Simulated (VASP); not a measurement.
# BaZrO3 (Pm-3m) in VASP: a series of runs

Runs on BaZrO3. Level: PBEsol. Tasks: relaxation of cell and atoms, single point.

Everything below comes from runs of VASP 6.6.1. Logs are shortened: lines on timing, memory, paths and dates and some standing lists are left out, and cuts for length are marked.

**1. The cell of the first run**

It takes space group Pm-3m (No. 221, cubic). Conventional cell: a = 4.181 Å, b = 4.181 Å, c = 4.181 Å, α = 90.00°, β = 90.00°, γ = 90.00°. Within 3.9 Å of Ba (site symmetry m-3m) lie 12 O at 2.96 Å and 8 Zr at 3.62 Å. Within 2.8 Å of Zr (site symmetry m-3m) lie 6 O at 2.09 Å. Within 2.8 Å of O (site symmetry 4/mmm) lie 2 Zr at 2.09 Å.

**2. Relaxation of cell and atoms, PBEsol, target pressure 5 GPa, at which the enthalpy is minimised**

INCAR

```
SYSTEM = BaZrO3
ALGO     = Normal         ! electronic algorithm
EDIFF    = 1E-6           ! SCF threshold, eV
EDIFFG   = -0.002         ! ionic threshold
ENCUT    = 600            ! plane-wave cutoff, eV
GGA      = PS             ! functional
IBRION   = 2              ! ionic algorithm
ISIF     = 3              ! what is computed and relaxed
ISMEAR   = 0              ! smearing method
LASPH    = .TRUE.         ! aspherical terms in the spheres
LCHARG   = .FALSE.        ! write CHGCAR
LREAL    = .FALSE.        ! projectors in reciprocal space
LWAVE    = .FALSE.        ! write WAVECAR
NELM     = 60             ! most SCF steps
NSW      = 100            ! ionic steps
PREC     = Accurate       ! precision mode
PSTRESS  = 50.0         
SIGMA    = 0.01           ! smearing width, eV
```

KPOINTS

```
k-points
0
G
  6 6 6
  0 0 0
```

POSCAR

```
BaZrO3
1.0
    4.1806150146      0.0000000000      0.0000000000
    0.0000000000      4.1806150146      0.0000000000
    0.0000000000      0.0000000000      4.1806150146
Ba Zr O
1 1 3
Direct
    0.0000000000      0.0000000000      0.0000000000
    0.5000000000      0.5000000000      0.5000000000
    0.0000000000      0.5000000000      0.5000000000
    0.5000000000      0.0000000000      0.5000000000
    0.5000000000      0.5000000000      0.0000000000
```

Potentials or basis: VASP PAW PBE potentials, release 64 (Ba_sv, Zr_sv, O).

The run is started by

```
$ cat potpaw_PBE.64/Ba_sv/POTCAR potpaw_PBE.64/Zr_sv/POTCAR potpaw_PBE.64/O/POTCAR > POTCAR
$ mpirun -np 1 vasp_std > vasp.out
```

OUTCAR:

```text
SYSTEM = BaZrO3
   EDIFF = 1E-6
   EDIFFG = -0.002
   ENCUT = 600
   GGA = PS
   IBRION = 2
   ISIF = 3
   ISMEAR = 0
   LASPH = .TRUE.
   LREAL = .FALSE.
   NELM = 60
   NSW = 100
   PREC = Accurate
   PSTRESS = 50.0

 ion  position               nearest neighbor table
   1  0.000  0.000  0.000-   3 2.96   4 2.96   5 2.96   3 2.96   4 2.96   3 2.96   5 2.96   3 2.96
                             4 2.96   5 2.96   4 2.96   5 2.96   2 3.62   2 3.62   2 3.62   2 3.62
   2  0.500  0.500  0.500-   3 2.09   4 2.09   5 2.09   5 2.09   4 2.09   3 2.09   1 3.62   1 3.62
                             1 3.62   1 3.62   1 3.62   1 3.62   1 3.62   1 3.62
   3  0.000  0.500  0.500-   2 2.09   2 2.09   1 2.96   1 2.96   1 2.96   1 2.96
   4  0.500  0.000  0.500-   2 2.09   2 2.09   1 2.96   1 2.96   1 2.96   1 2.96
   5  0.500  0.500  0.000-   2 2.09   2 2.09   1 2.96   1 2.96   1 2.96   1 2.96

  LATTYP: Found a simple cubic cell.
 ALAT       =     4.1806150146

  Lattice vectors:

 A1 = (   4.1806150146,   0.0000000000,   0.0000000000)
 A2 = (   0.0000000000,   4.1806150146,   0.0000000000)
 A3 = (   0.0000000000,   0.0000000000,   4.1806150146)

Analysis of symmetry for initial positions (statically):
=====================================================================
 Subroutine PRICEL returns:
 Original cell was already a primitive cell.

 Routine SETGRP: Setting up the symmetry group for a
 simple cubic supercell.

 Subroutine GETGRP returns: Found 48 space group operations
 (whereof 48 operations were pure point group operations)
 out of a pool of 48 trial point group operations.

The static configuration has the point symmetry O_h .

Analysis of symmetry for dynamics (positions and initial velocities):
=====================================================================
 Subroutine PRICEL returns:
 Original cell was already a primitive cell.

 Routine SETGRP: Setting up the symmetry group for a
 simple cubic supercell.

 Subroutine GETGRP returns: Found 48 space group operations
 (whereof 48 operations were pure point group operations)
 out of a pool of 48 trial point group operations.

The dynamic configuration has the point symmetry O_h .

 Subroutine INISYM returns: Found 48 space group operations
 (whereof 48 operations are pure point group operations),
 and found     1 'primitive' translations

----------------------------------------------------------------------------------------

                                     Primitive cell

  volume of cell :      73.0669

  direct lattice vectors                    reciprocal lattice vectors
     4.180615015  0.000000000  0.000000000     0.239199256  0.000000000  0.000000000
     0.000000000  4.180615015  0.000000000     0.000000000  0.239199256  0.000000000
     0.000000000  0.000000000  4.180615015     0.000000000  0.000000000  0.239199256

  length of vectors
     4.180615015  4.180615015  4.180615015     0.239199256  0.239199256  0.239199256

  position of ions in fractional coordinates (direct lattice)
     0.000000000  0.000000000  0.000000000
     0.500000000  0.500000000  0.500000000
     0.000000000  0.500000000  0.500000000
     0.500000000  0.000000000  0.500000000
     0.500000000  0.500000000  0.000000000

  ion indices of the primitive-cell ions
   primitive index   ion index
                 1           1
                 2           2
                 3           3
                 4           4
                 5           5

----------------------------------------------------------------------------------------

 KPOINTS: k-points

Automatic generation of k-mesh.
 Grid dimensions read from file:
 generate k-points for:    6    6    6

 Generating k-lattice:

  Cartesian coordinates                     Fractional coordinates (reciprocal lattice)
     0.039866543  0.000000000  0.000000000     0.166666667  0.000000000  0.000000000
     0.000000000  0.039866543  0.000000000     0.000000000  0.166666667  0.000000000
     0.000000000  0.000000000  0.039866543     0.000000000  0.000000000  0.166666667

  Length of vectors
     0.039866543  0.039866543  0.039866543

  Shift w.r.t. Gamma in fractional coordinates (k-lattice)
     0.000000000  0.000000000  0.000000000

 Subroutine IBZKPT returns following result:
 ===========================================

 Found     20 irreducible k-points:

 Following reciprocal coordinates:
            Coordinates               Weight
  0.000000  0.000000  0.000000      1.000000
  0.166667  0.000000  0.000000      6.000000
  0.333333  0.000000  0.000000      6.000000
  0.500000  0.000000  0.000000      3.000000
  0.166667  0.166667  0.000000     12.000000
  0.333333  0.166667  0.000000     24.000000
[... 12 lines left out ...]
  0.500000  0.500000  0.333333      6.000000
  0.500000  0.500000  0.500000      1.000000
   k-points           NKPTS =     20   k-points in BZ     NKDIM =     20   number of bands    NBANDS=     24
   number of dos      NEDOS =    301   number of ions     NIONS =      5
   total plane-waves  NPLWV =  46656
   dimension x,y,z NGX =    36 NGY =   36 NGZ =   36
   dimension x,y,z NGXF=    72 NGYF=   72 NGZF=   72
   ions per type =               1   1   3
   NGX,Y,Z   is equivalent  to a cutoff of  14.32, 14.32, 14.32 a.u.
   NGXF,Y,Z  is equivalent  to a cutoff of  28.63, 28.63, 28.63 a.u.
 SYSTEM =  BaZrO3
   PREC   = accura    normal or accurate (medium, high low for compatibility)
   ISTART =      0    job   : 0-new  1-cont  2-samecut
   ICHARG =      2    charge: 1-file 2-atom 10-const
   ISPIN  =      1    spin polarized calculation?
   LNONCOLLINEAR =      F non collinear calculations
   LSORBIT =      F    spin-orbit coupling
   LASPH  =      T    aspherical Exc in radial PAW
   ENCUT  =  600.0 eV  44.10 Ry    6.64 a.u.   8.35  8.35  8.35*2*pi/ulx,y,z
   NELM   =     60;   NELMIN=  2; NELMDL= -5     # of ELM steps
   EDIFF  = 0.1E-05   stopping-criterion for ELM
   LREAL  =      F    real-space projection
   EDIFFG = -.2E-02   stopping-criterion for IOM
   NSW    =    100    number of steps for IOM
   IBRION =      2    ionic relax: 0-MD 1-quasi-New 2-CG
   NFREE  =      1    steps in history (QN), initial steepest desc. (CG)
   ISIF   =      3    stress and relaxation
   ISYM   =      2    0-nonsym 1-usesym 2-fastsym
   POTIM  = 0.5000    time-step for ionic-motion
   TEBEG  =    0.0;   TEEND  =   0.0 temperature during run
   PSTRESS=   50.0 pullay stress
   NELECT =      40.0000    total number of electrons
   NUPDOWN=      -1.0000    fix difference up-down
   EMIN   =  10.00;   EMAX   =-10.00  energy-range for DOS
   EFERMI =   0.00;   METHOD = LEGACY
   ISMEAR =     0;   SIGMA  =   0.01  broadening in eV -4-tet -1-fermi 0-gaus
   EFERMI_NEDOS =   21; number of points for ismear=-14 and -15
   IALGO  =     38    algorithm
   IMIX   =      4    mixing-type and parameters
     AMIX     =   0.40;   BMIX     =  1.00
     AMIX_MAG =   1.60;   BMIX_MAG =  1.00
  volume/ion in A,a.u.               =      14.61        98.62
  Fermi-wavevector in a.u.,A,eV,Ry     =   1.339228  2.530775 24.402494  1.793533
  Thomas-Fermi vector in A             =   2.467637
   LORBIT       =      0    0 simple, 1 ext, 2 COOP (PROOUT), +10 PAW based schemes
   GGA     = PS    functional components
   LHFCALC =     F    Hartree Fock is set to
   AEXX    =    0.0000 exact exchange contribution
   IVDW    =     0    specifies the selected vdW correction
   LEPSILON=     F    determine dielectric tensor
   LRPA    =     F    only Hartree local field effects (RPA)
 conjugate gradient relaxation of ions
 non-spin polarized calculation
 Gauss-broadening in eV      SIGMA  =   0.01
  energy-cutoff  :      600.00
  volume of cell :       73.07
 maximum number of plane-waves:      2469
 NGX is ok and might be reduce to    36
   NGX = 17   NGY = 17   NGZ = 17

--------------------------------------- Ionic step        1  -------------------------------------------

 number of electron      40.0000005 magnetization

 Free energy of the ion-electron system (eV)
  ---------------------------------------------------
  ext. energy  EPLUGINS =         0.00000000
  ---------------------------------------------------
  free energy    TOTEN  =       -43.62710771 eV

  energy without entropy =      -43.62710771  energy(sigma->0) =      -43.62710771

------------------------ aborting loop because EDIFF is reached ----------------------------------------

  FORCE on cell =-STRESS in cart. coord.  units (eV):
  Direction    XX          YY          ZZ          XY          YZ          ZX
  --------------------------------------------------------------------------------------
  -------------------------------------------------------------------------------------
  Total        0.4728589      0.4728589      0.4728589      0.0000000      0.0000000      0.0000000
  in kB       10.3686350     10.3686350     10.3686350      0.0000000      0.0000000      0.0000000
  external PRESSURE =     -39.6313650 kB  Pullay stress =      50.0000000 kB

 VOLUME and BASIS-vectors are now :
 -----------------------------------------------------------------------------
  energy-cutoff  :      600.00
  volume of cell :       73.07
      direct lattice vectors                 reciprocal lattice vectors
     4.180615015  0.000000000  0.000000000     0.239199256  0.000000000  0.000000000
     0.000000000  4.180615015  0.000000000     0.000000000  0.239199256  0.000000000
     0.000000000  0.000000000  4.180615015     0.000000000  0.000000000  0.239199256
[... 134 lines left out ...]
  FREE ENERGIE OF THE ION-ELECTRON SYSTEM (eV)
  ---------------------------------------------------
  free  energy   TOTEN  =       -43.5960580906 eV

  energy  without entropy=      -43.5960580906  energy(sigma->0) =      -43.59605809

  enthalpy is  TOTEN    =       -41.3674098406 eV   P V=        2.2286482501

--------------------------------------- Ionic step        5  -------------------------------------------

 number of electron      39.9999991 magnetization

 Free energy of the ion-electron system (eV)
  ---------------------------------------------------
  ext. energy  EPLUGINS =         0.00000000
  ---------------------------------------------------
  free energy    TOTEN  =       -43.59717764 eV

  energy without entropy =      -43.59717764  energy(sigma->0) =      -43.59717764

 E-fermi :   3.9464     XC(G=0): -11.1745

 val. band max:        3.8508740387   @ k =   0.5000   0.5000   0.5000
 cond. band min:       7.0188060525   @ k =   0.0000   0.0000   0.0000
 fundamental gap:      3.1679320138
 Fermi energy:         3.9463844600

 k-point     1 :       0.0000    0.0000    0.0000
  band No.  band energies     occupation
      1     -42.8380      2.00000
      2     -21.3016      2.00000
      3     -21.0922      2.00000
      4     -21.0922      2.00000
      5     -21.0922      2.00000
      6     -12.4880      2.00000
[... 16 lines left out ...]
     23       7.0188      0.00000
     24       8.4279      0.00000
[... 533 lines left out ...]
 POSITION                                       TOTAL-FORCE (eV/Angst)
 -----------------------------------------------------------------------------------
      4.14954      4.14954      0.00000         0.000000      0.000000      0.000000
      2.07477      2.07477      2.07477        -0.000000     -0.000000      0.000000
     -0.00000      2.07477      2.07477        -0.000000     -0.000000      0.000000
      2.07477      0.00000      2.07477         0.000000     -0.000000      0.000000
      2.07477      2.07477      0.00000         0.000000      0.000000      0.000000
 -----------------------------------------------------------------------------------
    total drift:                                0.000000      0.000000      0.000000

  FREE ENERGIE OF THE ION-ELECTRON SYSTEM (eV)
  ---------------------------------------------------
  free  energy   TOTEN  =       -43.5971776364 eV

  energy  without entropy=      -43.5971776364  energy(sigma->0) =      -43.59717764

  enthalpy is  TOTEN    =       -41.3674154696 eV   P V=        2.2297621668

 reached required accuracy - stopping structural energy minimisation
```

Wall time 75 s (1 thread of AMD EPYC 9R45 (Zen 5), shared host); peak memory 0.22 GiB.

Results:

- Free energy: -43.5972 eV
- Relaxed volume: 14.29 Å³/atom
- Relaxed cell: a = 4.150 Å, b = 4.150 Å, c = 4.150 Å, α = 90.00°, β = 90.00°, γ = 90.00°
- Space group after relaxing (to 0.05 Å): Pm-3m (No. 221)
- Energy change on relaxing (the enthalpy is what falls): +6.0 meV/atom
- Ionic steps: 5
- Pressure after relaxing: 5.0 GPa
- Band gap on the k mesh: 3.17 eV, indirect (least direct gap 3.35 eV)

Step by step:
| step | energy change (eV) | largest force (eV/Å) | pressure (GPa) | volume (Å³) |
| --- | --- | --- | --- | --- |
| 1 | 0.0000 | 0.0000 | 1.04 | 73.07 |
| 2 | 0.1351 | 0.0000 | 10.98 | 69.31 |
| 3 | 0.0300 | 0.0000 | 4.97 | 71.45 |
| 4 | 0.0310 | 0.0000 | 5.04 | 71.41 |
| 5 | 0.0299 | 0.0000 | 4.99 | 71.45 |

Final structure:
```
Ba Zr O
1.0
     4.14954    0.00000    0.00000
     0.00000    4.14954    0.00000
     0.00000    0.00000    4.14954
Ba Zr O
1 1 3
Cartesian
  4.1495 4.1495 0.0000
  2.0748 2.0748 2.0748
  0.0000 2.0748 2.0748
  2.0748 0.0000 2.0748
  2.0748 2.0748 0.0000
```

Levels at points of the mesh, in eV from the valence-band top:
```csv
k point,band 18,band 19,band 20,band 21,band 22,band 23
"(0.00, 0.00, 0.00)",-0.18,-0.18,-0.18,3.17,3.17,3.17
"(0.50, 0.00, 0.00)",-1.80,-0.40,-0.40,3.65,5.88,5.88
"(0.50, 0.50, 0.00)",-0.93,-0.71,-0.08,5.85,5.85,6.59
"(0.50, 0.50, 0.50)",0.00,0.00,0.00,6.02,6.02,6.02
```

Caveat: the cell is relaxed towards a set pressure, so the enthalpy falls and the energy may rise; the PAW data sets were made with another functional, which shifts forces and pressure a little; spin-orbit coupling is left out, which moves the levels of the heavy elements. A hybrid or GW would open this gap; PBEsol tends to underestimate it.

[end of part 1 of 2]
